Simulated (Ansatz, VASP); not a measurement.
Ga: VASP beside Ansatz

INCAR

```
SYSTEM = Ga
PREC     = Accurate       ! precision mode
ENCUT    = 520            ! plane-wave cutoff, eV
EDIFF    = 1E-6           ! SCF threshold, eV
ISMEAR   = -1             ! smearing method
SIGMA    = 0.1            ! smearing width, eV
LREAL    = .FALSE.        ! projectors in reciprocal space
LASPH    = .TRUE.         ! aspherical terms in the spheres
NELM     = 60             ! most SCF steps
ALGO     = Normal         ! electronic algorithm
ISIF     = 2              ! what is computed and relaxed
LWAVE    = .FALSE.        ! write WAVECAR
LCHARG   = .FALSE.        ! write CHGCAR
NBANDS   = 12             ! bands
```

The input KPOINTS:

```
regular mesh
0
G
  15 15 15
  0 0 0
```

File POSCAR:

```
Ga
1.0
    0.0000000000      2.0482379200      2.0482379200
    2.0482379200      0.0000000000      2.0482379200
    2.0482379200      2.0482379200      0.0000000000
Ga
1
Direct
    0.0000000000      0.0000000000      0.0000000000
```

Input for Ansatz:

```yaml
crystal:
  lattice:
    - [0.0, 2.04823792, 2.04823792]
    - [2.04823792, 0.0, 2.04823792]
    - [2.04823792, 2.04823792, 0.0]
  atoms:
    - { symbol: Ga, position: [0.0, 0.0, 0.0] }
hamiltonian:
  xc: lda
  pseudopotentials:
    kind: paw
    azcp:
      Ga: "pseudopotentials/Ga.paw.azcp"
basis:
  ecutwfc: 420
  fft_grid_basis: typed
kpoints:
  mp_grid: { grid: [15, 15, 15], shift: [0, 0, 0] }
magnetization:
  spin_polarized: false
scf:
  occupations: { method: fermi_dirac, width: 0.1 }
  lower_state_search: "off"
output:
  stress: true
```

Alike in both runs: task single point; functional LDA; k mesh 15 × 15 × 15; occupations fermi-dirac, width 0.1 eV; no spin polarisation.

```csv
,VASP,Ansatz
version,VASP 6.6.1,Ansatz 0.2.0
potentials or method,"VASP PAW LDA potentials, release 64 (Ga_d), cutoff 520 eV","plane waves (420 eV) with PAW, scalar-relativistic"
valence electrons in the cell,13,13
```

```tsv
	VASP	Ansatz	Ansatz less VASP
pressure (GPa)	-0.5	-0.4	+0.05
```

Ansatz warns that its potentials were made for another functional, while VASP's fit it. LDA's correlation is that of Perdew and Zunger in VASP and of Perdew and Wang (1992) in Ansatz.
